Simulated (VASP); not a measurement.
Set up this calculation in VASP 6.6.1, as the native input.

```
Task                   : single point
Functional             : PBE
Potentials or basis    : VASP PAW PBE potentials, release 64 (Ag, Cl)
Cutoff                 : 500 eV
k mesh                 : 4 × 4 × 4
Occupations            : tetrahedron
Spin                   : no spin polarisation
Dipole correction      : no
Further INCAR settings : ALGO = Normal; EDIFF = 1e-06; NBANDS = 16
```

The structure of AgCl lies in POSCAR:

```
AgCl
1.0
    0.0000000000      2.7726629968      2.7726629968
    2.7726629968      0.0000000000      2.7726629968
    2.7726629968      2.7726629968      0.0000000000
Ag Cl
1 1
Direct
    0.0000000000      0.0000000000      0.0000000000
    0.5000000000      0.5000000000      0.5000000000
```

The input as run:

INCAR

```
SYSTEM = AgCl
  PREC = Accurate
  ENCUT = 500
  EDIFF = 1E-6
  ISMEAR = -5
  SIGMA = 0.1
  LREAL = .False.
  LASPH = .True.
  NELM = 120
  ALGO = Normal
  ISIF = 2
  LWAVE = .False.
  LCHARG = .False.
  GGA = PE
  NBANDS = 16
  GGA_COMPAT = .False.
```

KPOINTS

```
regular mesh
0
Gamma
  4 4 4
  0 0 0
```

Potentials or basis: VASP PAW PBE potentials, release 64 (Ag, Cl).

The run is started by

```sh
$ cat potpaw_PBE.64/Ag/POTCAR potpaw_PBE.64/Cl/POTCAR > POTCAR
$ mpirun -np 1 vasp_std > vasp.out
```

It gave:

* Pressure: 1.7 GPa
* Band gap on the k mesh: 0.90 eV, indirect (least direct gap 3.23 eV)

Caveat: the k points lie up to 0.49 Å⁻¹ apart.

It took 5.4 s on 1 thread of AMD EPYC 7R43 64-Core Processor (Zen 3) (shared host), peak memory 0.13 GiB.
